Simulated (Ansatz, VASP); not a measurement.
Sn2Te3Se in VASP and in Ansatz

```
Sn Te Se
1.0
     5.22711    0.00000    0.00000
    -2.61355    4.52681    0.00000
     0.00000    0.00000    7.47370
Sn Te Se
2 3 1
Direct
  0.33333 0.66667 0.22634
  0.33333 0.66667 0.77366
  0.66667 0.33333 0.50000
  0.00000 0.00000 0.00000
  0.00000 0.00000 0.50000
  0.66667 0.33333 0.00000
```

Change from the starting cell: species swapped into the La2CuSi3 type (P-6m2, No. 187).

Alike in both runs: functional PBE; k mesh 12 × 12 × 6; occupations gaussian, width 0.1 eV; no spin polarisation.

Ansatz relaxed the structure, and its values are those at the end. VASP's run is a single point on that final structure, the one shown.

|  | VASP | Ansatz |
| --- | --- | --- |
| version | VASP 6.6.1 | Ansatz 0.2.0 |
| potentials or method | VASP PAW PBE potentials, release 64 (Sn_d, Te, Se), cutoff 520 eV | scalar-relativistic, plane waves, PAW |
| valence electrons in the cell | 52 | 92 |

```csv
,VASP,Ansatz,Ansatz less VASP
gap on the k mesh at the Fermi level (eV),none,none,-
pressure (GPa),-0.1,0.0,+0.04
```

A gap of «none» marks a metal or a gap that the smearing closes. The functional is the same, so the differences come from potentials, cutoffs and numerics. VASP's potentials hold 52 valence electrons a cell and Ansatz's 92, so a difference there can come from the potentials and not from the codes.

Spin-orbit coupling is off throughout.
